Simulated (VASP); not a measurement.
Write the native input for VASP 6.6.1 that does the following.

```
Task                   : single point
Functional             : PBE
Potentials or basis    : VASP PAW PBE potentials, release 64 (La, Pb_d, Zn)
Cutoff                 : 520 eV
k mesh                 : 2 × 2 × 3
Occupations            : fermi-dirac, width 0.1 eV
Spin                   : no spin polarisation
Dipole correction      : no
Further INCAR settings : LREAL = Auto; ALGO = Normal; EDIFF = 1e-06; NBANDS = 110
```

The structure of La2Zn5Pb lies in POSCAR:

```
La2Zn5Pb
1.0
    7.9741380000     -0.5935480000     -0.9859320000
   -0.1063630000      7.1375270000      0.9693320000
    1.1450340000      0.9038430000      6.4777290000
La Pb Zn
4 2 10
Direct
    0.1328311311      0.3847243155      0.2900696946
    0.6126912346      0.1285182459      0.0092330269
    0.6572532485      0.8286534906      0.5087970899
    0.3507128564      0.4582753769      0.7880882390
    0.9837118996      0.2828061652      0.7612766719
    0.8766773303      0.8841853650      0.8555436736
    0.7427586020      0.2970084691      0.3916531026
    0.5078435380      0.4549610544      0.1901765088
    0.8247860056      0.4964372367      0.9605715856
    0.0441294424      0.6863322490      0.6111924129
    0.4651560187      0.1617249738      0.5916315751
    0.1766645190      0.0123506301      0.6263686458
    0.3408351327      0.9948853452      0.3177465532
    0.1920283032      0.7800122219      0.9735459822
    0.0410805513      0.9635477425      0.2791339325
    0.8721342604      0.6770765763      0.2416373213
```

One way to write it, as run:

INCAR

```
SYSTEM = La2Zn5Pb
PREC = Accurate
ENCUT = 520
EDIFF = 1E-6
ISMEAR = -1
SIGMA = 0.1
LREAL = Auto
LASPH = .TRUE.
NELM = 100
ALGO = Normal
ISIF = 2
LWAVE = .FALSE.
LCHARG = .FALSE.
GGA = PE
NBANDS = 110
```

KPOINTS

```
regular mesh
0
G
  2 2 3
  0 0 0
```

Potentials or basis: VASP PAW PBE potentials, release 64 (La, Pb_d, Zn).

Command:

```sh
$ cat potpaw_PBE.64/La/POTCAR potpaw_PBE.64/Pb_d/POTCAR potpaw_PBE.64/Zn/POTCAR > POTCAR
$ mpirun -np 1 vasp_std > vasp.out
```

Results of the run:

```
Pressure               : 7.0 GPa
Largest force          : 1.150 eV/Å
Band gap on the k mesh : zero (bands 96 and 97 overlap by 0.18 eV)
```

Caveat: the k points lie up to 0.46 Å⁻¹ apart; spin-orbit coupling is left out, which moves the levels of the heavy elements.

It took 7.3 min on 1 thread of Intel(R) Xeon(R) 6975P-C (Granite Rapids), with other jobs on the host, peak memory 0.53 GiB.
